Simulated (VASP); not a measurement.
## La2TeN2: single point with PBE

Crystal: La2TeN2.

```
CELL_PARAMETERS angstrom
0.00000 4.16927 0.00000
4.16927 0.00000 0.00000
2.08463 2.08463 -6.60722
ATOMIC_POSITIONS crystal
La 0.34400 0.34400 0.31200
La 0.65600 0.65600 0.68800
Te 0.00000 0.00000 0.00000
N 0.25000 0.75000 0.50000
N 0.75000 0.25000 0.50000
```

```yaml
Program: VASP 6.6.1
Task: single point
Functional: PBE
Potentials_or_basis: VASP PAW PBE potentials, release 64 (La, Te, N)
Cutoff: 520 eV
k_mesh: 5 × 5 × 5
Occupations: fermi-dirac, width 0.1 eV
Spin: no spin polarisation
```

```json
{
  "Pressure": "-0.8 GPa",
  "Largest force": "0.674 eV/Å",
  "Band gap on the k mesh": "zero (band 19 reaches 6.71 eV, above the bottom of band 20 at 6.15 eV)"
}
```

Forces in eV/Å, atoms in the order of the input:
```
La   0.000  0.000 -0.674
La   0.000  0.000  0.674
Te   0.000  0.000  0.000
N    0.000  0.000  0.000
N    0.000  0.000  0.000
```

Stress tensor (GPa, compression positive):
```
-1.81  0.00  0.00
 0.00 -1.81  0.00
 0.00  0.00  1.36
```

Levels at points of the mesh, in eV from the Fermi level:
| k point | band 16 | band 17 | band 18 | band 19 | band 20 | band 21 | band 22 | band 23 |
| --- | --- | --- | --- | --- | --- | --- | --- | --- |
| (0.00, 0.00, 0.00) | -0.95 | -0.95 | 0.05 | 0.58 | 0.58 | 2.57 | 3.39 | 3.68 |

Wall time 93 s on 1 thread of Intel(R) Xeon(R) Platinum 8488C (Sapphire Rapids), on a shared host, peak memory 0.26 GiB.

Caveat: spin-orbit coupling is left out, which moves the levels of the heavy elements.
